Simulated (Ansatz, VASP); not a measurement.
**InSe2: VASP beside Ansatz**

```xyz
6
Lattice="3.8949 0.0000 0.0000 0.0000 3.8949 0.0000 0.0000 0.0000 9.6262" Properties=species:S:1:pos:R:3 pbc="T T T"
In    0.0000    1.9474    6.8006
In    1.9474    0.0000    2.8256
Se    0.0000    1.9474    3.5252
Se    1.9474    0.0000    6.1010
Se    0.0000    0.0000    0.0000
Se    1.9474    1.9474    0.0000
```

Alike in both runs: task single point; functional PBE; k mesh 5 × 5 × 2; occupations gaussian, width 0.01 eV; no spin polarisation.

```csv
,VASP,Ansatz
version,VASP 6.6.1,Ansatz 0.2.0
potentials or method,"VASP PAW PBE potentials, release 64 (In_d, Se), cutoff 520 eV","scalar-relativistic, plane waves, PAW"
valence electrons in the cell,50,90
```

|  | VASP | Ansatz | Ansatz less VASP |
| --- | --- | --- | --- |
| gap on the k mesh at the Fermi level (eV) | none | none | - |
| pressure (GPa) | -0.3 | -0.3 | -0.02 |
| traceless stress, the component that is largest in VASP (GPa) | 0.33 | 0.35 | +0.020 |
| rms of the force components (eV/Å) | 0.041 | 0.041 | -0.0002 |

Atom by atom the forces differ by 0.000 eV/Å (rms over components). A gap of «none» marks a metal or a gap that the smearing closes. VASP's potentials hold 50 valence electrons a cell and Ansatz's 90, so a difference there can come from the potentials and not from the codes.
